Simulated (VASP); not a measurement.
CoSi, 2 atoms in the cell. It takes space group P4/mmm (No. 123, tetragonal). The conventional cell has a = 2.810 Å, b = 2.810 Å, c = 2.726 Å, α = 90.00°, β = 90.00°, γ = 90.00°. Co (site symmetry 4/mmm) has 8 Si at 2.41 Å and 6 Co at 2.73 to 2.81 Å within 3.2 Å. Within 3.2 Å of Si (site symmetry 4/mmm) lie 8 Co at 2.41 Å and 6 Si at 2.73 to 2.81 Å.  This cell differs from its parent crystal: stretched by -2 % along [0.0, 0.0, 1.0] at fixed volume.

* Program: VASP 6.6.1
* Task: single point
* Functional: PBE
* Potentials or basis: VASP PAW PBE potentials, release 64 (Co, Si)
* Cutoff: 520 eV
* k mesh: 12 × 12 × 13
* Occupations: fermi-dirac, width 0.1 eV
* Spin: non-collinear spin, typed start, spin-orbit coupling
* Starting moments: [[0.0, 0.0, 0.5], [0.0, 0.0, 0.0]] μB
* Dipole correction: no
* Further INCAR settings: ALGO = Normal; EDIFF = 1e-06; NBANDS = 25

Potentials or basis: VASP PAW PBE potentials, release 64 (Co, Si).

Launch:

```sh
$ cat potpaw_PBE.64/Co/POTCAR potpaw_PBE.64/Si/POTCAR > POTCAR
$ mpirun -np 1 vasp_ncl > vasp.out
```

Hardware: 1 thread of Intel(R) Xeon(R) 6975P-C (Granite Rapids), with other jobs on the host.

Problem. Estimate the wall time of this run.

Solution. Run time: 2.5 min on 1 thread of Intel(R) Xeon(R) 6975P-C (Granite Rapids), on a shared host, peak memory 0.34 GiB. Counts: scf iterations 25, k points 266.
